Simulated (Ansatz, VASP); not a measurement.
## Si2Ni in VASP and in Ansatz

```xyz
3
Lattice="0.0000 2.4153 2.4153 2.4153 0.0000 2.4153 2.4153 2.4153 0.0000" Properties=species:S:1:pos:R:3 pbc="T T T"
Ni    0.0000    0.0000    0.0000
Si    1.2076    1.2076    1.2076
Si    3.6229    3.6229    3.6229
```

Change from the starting cell: volume scaled by 0.72, LAPW.

Alike in both runs: task single point; functional PBEsol; k mesh 11 × 11 × 11; occupations fermi-dirac, width 0.05 eV; no spin polarisation.

|  | VASP | Ansatz |
| --- | --- | --- |
| version | VASP 6.6.1 | Ansatz 0.2.0 |
| potentials or method | VASP PAW PBE potentials, release 64 (Ni, Si), cutoff 520 eV | all-electron LAPW, scalar-relativistic |

```csv
,VASP,Ansatz,Ansatz less VASP
pressure (GPa),111.6,111.2,-0.40
```

VASP's potentials were made for PBE, not for PBEsol. Both programs put the cell under a high pressure, so it lies far from rest at this level. Ansatz ran all-electron here, and VASP with PAW potentials.

Noted on VASP's run: the cell as given lies far from equilibrium.
